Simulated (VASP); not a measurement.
Here is a VASP 6.6.1 calculation.

Contents of INCAR:

```
SYSTEM = Ge
  PREC = Accurate
  ENCUT = 520
  EDIFF = 1E-6
  ISMEAR = -1
  SIGMA = 0.05
  LREAL = .False.
  LASPH = .True.
  NELM = 80
  ALGO = Normal
  ISIF = 2
  LWAVE = .False.
  LCHARG = .False.
  NBANDS = 21
```

KPOINTS

```
Automatic mesh
0
Gamma
  11 11 11
  0 0 0
```

The input POSCAR:

```
Ge
1.0
   -2.6083684688      2.6083684688      1.4158017605
    2.6083684688     -2.6083684688      1.4158017605
    2.6083684688      2.6083684688     -1.4158017605
Ge
2
Direct
    0.5000000000      0.5000000000      0.0000000000
    0.2500000000      0.7500000000      0.5000000000
```

Potentials or basis: VASP PAW LDA potentials, release 64 (Ge_d).

Command:

```console
$ cat potpaw_LDA.64/Ge_d/POTCAR > POTCAR
$ mpirun -np 1 vasp_std > vasp.out
```

(1) Predict the band gap on the k mesh.

(2) Predict the pressure.

## Answers

(1) zero (band 14 reaches 7.67 eV, above the bottom of band 15 at 3.29 eV).

(2) -5.1 GPa.
